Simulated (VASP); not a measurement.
# SiS2 (Ibam) in VASP: relaxation of the atoms with PBE

Aim: the relaxation of the atoms of SiS2 with PBE.

All numbers are computed with VASP 6.6.1; they aren't measurements. Logs are shortened: lines on timing, memory, paths and dates and some standing lists are left out, and cuts for length are marked.

### 1 The cell of the first run

It takes space group Ibam (No. 72, orthorhombic). The conventional cell has a = 5.749 Å, b = 9.821 Å, c = 5.549 Å, α = 90.00°, β = 90.00°, γ = 90.00°. Within 2.8 Å of Si (site symmetry 222) lie 4 S at 2.13 Å and 2 Si at 2.77 Å. S (site symmetry m) has 2 Si at 2.13 Å within 2.8 Å.

### 2 Relaxation of the atoms, PBE

File INCAR:

```
SYSTEM = SiS2
PREC = Accurate
ENCUT = 450
EDIFF = 1E-7
ISMEAR = -1
SIGMA = 0.01
LREAL = .FALSE.
LASPH = .TRUE.
NELM = 120
ALGO = Normal
ISIF = 2
LWAVE = .FALSE.
LCHARG = .FALSE.
GGA = PE
IBRION = 2
NSW = 80
EDIFFG = -0.02
GGA_COMPAT = .FALSE.
NELMIN = 4
KPAR = 4
```

File KPOINTS:

```
regular mesh
0
G
  8 8 8
  0 0 0
```

File POSCAR:

```
SiS2
1.0
   -2.8746902717      4.9104522643      2.7743526901
    2.8746902717     -4.9104522643      2.7743526901
    2.8746902717      4.9104522643     -2.7743526901
Si S
2 4
Direct
    0.7500000000      0.7500000000      0.0000000000
    0.2500000000      0.2500000000      0.0000000000
    0.8847451400      0.7985647100      0.6833098500
    0.1152548600      0.2014352900      0.3166901500
    0.6152548600      0.2985647100      0.9138195700
    0.3847451400      0.7014352900      0.0861804300
```

Potentials or basis: VASP PAW PBE potentials, release 64 (Si, S).

The run is started by

```sh
$ cat potpaw_PBE.64/Si/POTCAR potpaw_PBE.64/S/POTCAR > POTCAR
$ mpirun -np 4 vasp_std > vasp.out
```

OUTCAR:

```text
SYSTEM = SiS2
   PREC = Accurate
   ENCUT = 450
   EDIFF = 1E-7
   ISMEAR = -1
   LREAL = .FALSE.
   LASPH = .TRUE.
   NELM = 120
   ISIF = 2
   GGA = PE
   IBRION = 2
   NSW = 80
   EDIFFG = -0.02
   NELMIN = 4

 ion  position               nearest neighbor table
   1  0.750  0.750  0.000-   3 2.13   4 2.13   5 2.13   6 2.13   2 2.77   2 2.77
   2  0.250  0.250  0.000-   3 2.13   4 2.13   5 2.13   6 2.13   1 2.77   1 2.77
   3  0.885  0.799  0.683-   1 2.13   2 2.13
   4  0.115  0.201  0.317-   1 2.13   2 2.13
   5  0.615  0.299  0.914-   1 2.13   2 2.13
   6  0.385  0.701  0.086-   1 2.13   2 2.13

  LATTYP: Found a body centered orthorhombic cell.
 ALAT       =     5.5487053802
 B/A-ratio  =     1.0361661233
 C/A-ratio  =     1.7699452135

  Lattice vectors:

 A1 = (   2.8746902717,   4.9104522643,  -2.7743526901)
 A2 = (  -2.8746902717,   4.9104522643,   2.7743526901)
 A3 = (   2.8746902717,  -4.9104522643,   2.7743526901)

Analysis of symmetry for initial positions (statically):
=====================================================================
 Subroutine PRICEL returns:
 Original cell was already a primitive cell.

 Routine SETGRP: Setting up the symmetry group for a
 body centered orthorhombic supercell.

 Subroutine GETGRP returns: Found  8 space group operations
 (whereof  4 operations were pure point group operations)
 out of a pool of  8 trial point group operations.

The static configuration has the point symmetry C_2h.
 The point group associated with its full space group is D_2h.

Analysis of symmetry for dynamics (positions and initial velocities):
=====================================================================
 Subroutine PRICEL returns:
 Original cell was already a primitive cell.

 Routine SETGRP: Setting up the symmetry group for a
 body centered orthorhombic supercell.

 Subroutine GETGRP returns: Found  8 space group operations
 (whereof  4 operations were pure point group operations)
 out of a pool of  8 trial point group operations.

The dynamic configuration has the point symmetry C_2h.
 The point group associated with its full space group is D_2h.

 Subroutine INISYM returns: Found  8 space group operations
 (whereof  4 operations are pure point group operations),
 and found     1 'primitive' translations

----------------------------------------------------------------------------------------

                                     Primitive cell

  volume of cell :     156.6514

  direct lattice vectors                    reciprocal lattice vectors
    -2.874690272  4.910452264  2.774352690     0.000000000  0.101823615  0.180222220
     2.874690272 -4.910452264  2.774352690     0.173931781  0.000000000  0.180222220
     2.874690272  4.910452264 -2.774352690     0.173931781  0.101823615  0.000000000

  length of vectors
     6.330356897  6.330356897  6.330356897     0.206997819  0.250464195  0.201544817

  position of ions in fractional coordinates (direct lattice)
     0.750000000  0.750000000  0.000000000
     0.250000000  0.250000000  0.000000000
     0.884745140  0.798564710  0.683309850
     0.115254860  0.201435290  0.316690150
     0.615254860  0.298564710  0.913819570
     0.384745140  0.701435290  0.086180430

  ion indices of the primitive-cell ions
   primitive index   ion index
                 1           1
                 2           2
                 3           3
                 4           4
                 5           5
                 6           6

[... 80 lines left out ...]
   TEBEG  =    0.0;   TEEND  =   0.0 temperature during run
   PSTRESS=    0.0 pullay stress
   NELECT =      32.0000    total number of electrons
   NUPDOWN=      -1.0000    fix difference up-down
   EMIN   =  10.00;   EMAX   =-10.00  energy-range for DOS
   EFERMI =   0.00;   METHOD = LEGACY
   ISMEAR =    -1;   SIGMA  =   0.01  broadening in eV -4-tet -1-fermi 0-gaus
   EFERMI_NEDOS =   21; number of points for ismear=-14 and -15
   IALGO  =     38    algorithm
   IMIX   =      4    mixing-type and parameters
     AMIX     =   0.40;   BMIX     =  1.00
     AMIX_MAG =   1.60;   BMIX_MAG =  1.00
  volume/ion in A,a.u.               =      26.11       176.19
  Fermi-wavevector in a.u.,A,eV,Ry     =   0.964155  1.821988 12.647900  0.929594
  Thomas-Fermi vector in A             =   2.093762
   LORBIT       =      0    0 simple, 1 ext, 2 COOP (PROOUT), +10 PAW based schemes
   GGA     = PE    functional components
   LHFCALC =     F    Hartree Fock is set to
   AEXX    =    0.0000 exact exchange contribution
   IVDW    =     0    specifies the selected vdW correction
   LEPSILON=     F    determine dielectric tensor
   LRPA    =     F    only Hartree local field effects (RPA)
 conjugate gradient relaxation of ions
 non-spin polarized calculation
  energy-cutoff  :      450.00
  volume of cell :      156.65
 maximum number of plane-waves:      3422
 NGX is ok and might be reduce to    48
   NGX = 21   NGY = 21   NGZ = 21

--------------------------------------- Ionic step        1  -------------------------------------------

 number of electron      31.9999997 magnetization

 Free energy of the ion-electron system (eV)
  ---------------------------------------------------
  ext. energy  EPLUGINS =         0.00000000
  ---------------------------------------------------
  free energy    TOTEN  =       -31.36713662 eV

  energy without entropy =      -31.36713662  energy(sigma->0) =      -31.36713662

------------------------ aborting loop because EDIFF is reached ----------------------------------------

  FORCE on cell =-STRESS in cart. coord.  units (eV):
  Direction    XX          YY          ZZ          XY          YZ          ZX
  --------------------------------------------------------------------------------------
  -------------------------------------------------------------------------------------
  Total        1.6565245      1.7028163      1.7510987      0.0000000      0.0000000      0.0000000
  in kB       16.9423729     17.4158294     17.9096460      0.0000000      0.0000000      0.0000000
  external PRESSURE =      17.4226161 kB  Pullay stress =       0.0000000 kB

 VOLUME and BASIS-vectors are now :
 -----------------------------------------------------------------------------
  energy-cutoff  :      450.00
  volume of cell :      156.65
      direct lattice vectors                 reciprocal lattice vectors
    -2.874690272  4.910452264  2.774352690     0.000000000  0.101823615  0.180222220
     2.874690272 -4.910452264  2.774352690     0.173931781  0.000000000  0.180222220
     2.874690272  4.910452264 -2.774352690     0.173931781  0.101823615  0.000000000

 POSITION                                       TOTAL-FORCE (eV/Angst)
 -----------------------------------------------------------------------------------
      0.00000      0.00000      4.16153        -0.000000     -0.000000      0.000000
      0.00000      0.00000      1.38718        -0.000000     -0.000000     -0.000000
      1.71656      3.77855      2.77435        -0.203848     -0.195003      0.000000
      1.15813      1.13191      0.00000         0.203848      0.195003     -0.000000
      1.71656      6.04236      0.00000        -0.203848      0.195003     -0.000000
      1.15813     -1.13191      2.77435         0.203848     -0.195003      0.000000
 -----------------------------------------------------------------------------------
    total drift:                               -0.000000      0.000000     -0.000000

  FREE ENERGIE OF THE ION-ELECTRON SYSTEM (eV)
  ---------------------------------------------------
  free  energy   TOTEN  =       -31.3671366234 eV

  energy  without entropy=      -31.3671366234  energy(sigma->0) =      -31.36713662

--------------------------------------- Ionic step        2  -------------------------------------------

 number of electron      31.9999998 magnetization

 Free energy of the ion-electron system (eV)
  ---------------------------------------------------
  ext. energy  EPLUGINS =         0.00000000
  ---------------------------------------------------
  free energy    TOTEN  =       -31.37456517 eV

  energy without entropy =      -31.37456517  energy(sigma->0) =      -31.37456517

 E-fermi :   1.8592     XC(G=0):  -7.9606

 val. band max:        1.6391134460   @ k =  -0.2500   0.2500   0.2500
 cond. band min:       4.5033856780   @ k =  -0.3750  -0.3750   0.3750
 fundamental gap:      2.8642722320
 Fermi energy:         1.8592403648

 k-point     1 :       0.0000    0.0000    0.0000
  band No.  band energies     occupation
      1     -12.8453      2.00000
      2     -10.7875      2.00000
      3     -10.2550      2.00000
      4     -10.1445      2.00000
      5      -5.8355      2.00000
      6      -4.2514      2.00000
[... 541 lines left out ...]
     19       6.3490      0.00000
     20       6.4243      0.00000

 [... further k-points ...]

------------------------ aborting loop because EDIFF is reached ----------------------------------------

  FORCE on cell =-STRESS in cart. coord.  units (eV):
  Direction    XX          YY          ZZ          XY          YZ          ZX
  --------------------------------------------------------------------------------------
  -------------------------------------------------------------------------------------
  Total        0.7256518      0.8198219      0.9818923      0.0000000      0.0000000      0.0000000
  in kB        7.4217210      8.3848615     10.0424626      0.0000000      0.0000000      0.0000000
  external PRESSURE =       8.6163484 kB  Pullay stress =       0.0000000 kB

 VOLUME and BASIS-vectors are now :
 -----------------------------------------------------------------------------
  energy-cutoff  :      450.00
  volume of cell :      156.65
      direct lattice vectors                 reciprocal lattice vectors
    -2.874690272  4.910452264  2.774352690     0.000000000  0.101823615  0.180222220
     2.874690272 -4.910452264  2.774352690     0.173931781  0.000000000  0.180222220
     2.874690272  4.910452264 -2.774352690     0.173931781  0.101823615  0.000000000

 POSITION                                       TOTAL-FORCE (eV/Angst)
 -----------------------------------------------------------------------------------
      2.87469      4.91045      1.38718         0.000000     -0.000000      0.000000
      2.87469      4.91045     -1.38718         0.000000      0.000000      0.000000
      1.70673      3.76914      2.77435         0.001957      0.006629      0.000000
      1.16796      1.14131      0.00000        -0.001957     -0.006629     -0.000000
      1.70673      6.05177      0.00000         0.001957     -0.006629     -0.000000
      1.16796     -1.14131      2.77435        -0.001957      0.006629     -0.000000
 -----------------------------------------------------------------------------------
    total drift:                                0.000000     -0.000000     -0.000000

  FREE ENERGIE OF THE ION-ELECTRON SYSTEM (eV)
  ---------------------------------------------------
  free  energy   TOTEN  =       -31.3745651650 eV

  energy  without entropy=      -31.3745651650  energy(sigma->0) =      -31.37456517

 reached required accuracy - stopping structural energy minimisation
```

Run time: 94 s. Hardware: 4 MPI ranks of Intel Xeon Platinum 8488C (Sapphire Rapids), shared host; peak memory 0.45 GiB.

What came out:

```yaml
Free_energy: -31.3746 eV
Energy_gained_by_relaxing: 1.2 meV/atom
Ionic_steps: 2
Pressure_after_relaxing: 0.9 GPa
Largest_force_after_relaxing: 0.007 eV/Å
Band_gap_on_the_k_mesh: 2.86 eV (least direct gap 3.10 eV)
```

Forces in eV/Å, atoms in the order of the input:
```
Si   0.000  0.000  0.000
Si   0.000  0.000  0.000
S    0.002  0.007  0.000
S   -0.002 -0.007  0.000
S    0.002 -0.007  0.000
S   -0.002  0.007  0.000
```

Stress tensor (GPa, compression positive):
```
0.74 0.00 0.00
0.00 0.84 0.00
0.00 0.00 1.00
```

Step by step:
```
step  energy change (eV)  largest force (eV/Å)  pressure (GPa)
   1              0.0000                0.2821            1.74
   2             -0.0074                0.0069            0.86
```

Final structure:
```
Si S
1.0
    -2.87469    4.91045    2.77435
     2.87469   -4.91045    2.77435
     2.87469    4.91045   -2.77435
Si S
2 4
Direct
  0.75000 0.75000 0.00000
  0.25000 0.25000 0.00000
  0.88379 0.79685 0.68064
  0.11621 0.20315 0.31936
  0.61621 0.29685 0.91307
  0.38379 0.70315 0.08693
```
